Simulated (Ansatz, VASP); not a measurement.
**Zr in VASP and in Ansatz**

```
Zr
1.0
     3.22843    0.00000    0.00000
    -1.61422    2.79590    0.00000
     0.00000    0.00000    5.19234
Zr
2
Direct
  0.33333 0.66667 0.25000
  0.66667 0.33333 0.75000
```

Alike in both runs: functional PBE; k mesh 15 × 15 × 8; occupations fermi-dirac, width 0.15 eV; no spin polarisation.

Ansatz relaxed the structure, and its values are those at the end. VASP's run is a single point on that final structure, the one shown.

|  | VASP | Ansatz |
| --- | --- | --- |
| version | VASP 6.6.1 | Ansatz 0.2.0 |
| potentials or method | VASP PAW PBE potentials, release 64 (Zr_sv), cutoff 520 eV | scalar-relativistic, plane waves, PAW |
| valence electrons in the cell | 24 | 24 |

|  | VASP | Ansatz | Ansatz less VASP |
| --- | --- | --- | --- |
| gap on the k mesh at the Fermi level (eV) | none | none | - |
| pressure (GPa) | 0.0 | 0.0 | -0.04 |

A gap of «none» marks a metal or a gap that the smearing closes.
